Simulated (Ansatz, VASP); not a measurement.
**Two plane-wave programs on Sn**

File INCAR:

```
PREC = Accurate ; ENCUT = 520
EDIFF = 1E-6 ; ISMEAR = 0
SIGMA = 0.15 ; LREAL = F
LASPH = T ; NELM = 100
ALGO = Fast ; ISIF = 2
LWAVE = F ; LCHARG = T
GGA = PS ; IVDW = 12
LELF = T ; LVHAR = T
NBANDS = 13
```

File KPOINTS:

```
Automatic mesh
0
Gamma
  20 20 20
```

Contents of POSCAR:

```
Sn
1.0
   -1.5884158800      1.6335032400      2.1512746400
    1.5884158800     -1.6335032400      2.1512746400
    1.5884158800      1.6335032400     -2.1512746400
Sn
1
Direct
    0.0000000000      0.0000000000      0.0000000000
```

Input for Ansatz:

```yaml
crystal:
  lattice:
    - [-1.58841588, 1.63350324, 2.15127464]
    - [1.58841588, -1.63350324, 2.15127464]
    - [1.58841588, 1.63350324, -2.15127464]
  atoms:
    - { symbol: Sn, position: [0.0, 0.0, 0.0] }
basis:
  ecutwfc: 420
kpoints:
  mp_grid: { grid: [20, 20, 20] }
hamiltonian:
  xc: pbesol
  dispersion: d3bj
scf:
  occupations: { method: gaussian, width: 0.15 }
output:
  forces: true
  stress: true
  eigenvalues: true
```

Change from the starting cell: strain -0.080 along x and y, -0.080 along z, atoms carried along.

Alike in both runs: task single point; functional PBEsol; dispersion D3(BJ); k mesh 20 × 20 × 20; occupations gaussian, width 0.15 eV; no spin polarisation.

```csv
,VASP,Ansatz
version,VASP 6.6.1,Ansatz 0.2.0
potentials or method,"VASP PAW PBE potentials, release 64 (Sn_d), cutoff 520 eV","scalar-relativistic, plane waves, PAW"
valence electrons in the cell,14,14
```

Ansatz gave:

```
gap on the k mesh at the Fermi level (eV)                     : none
pressure (GPa)                                                : 10.5
traceless stress, the component that is largest in VASP (GPa) : 1.22
```

Q: Estimate VASP's values.

A: gap on the k mesh at the Fermi level (eV): none; pressure (GPa): 10.4; traceless stress, the component that is largest in VASP (GPa): 1.22.

VASP's potentials were made for PBE, not for PBEsol. A gap of «none» marks a metal or a gap that the smearing closes.
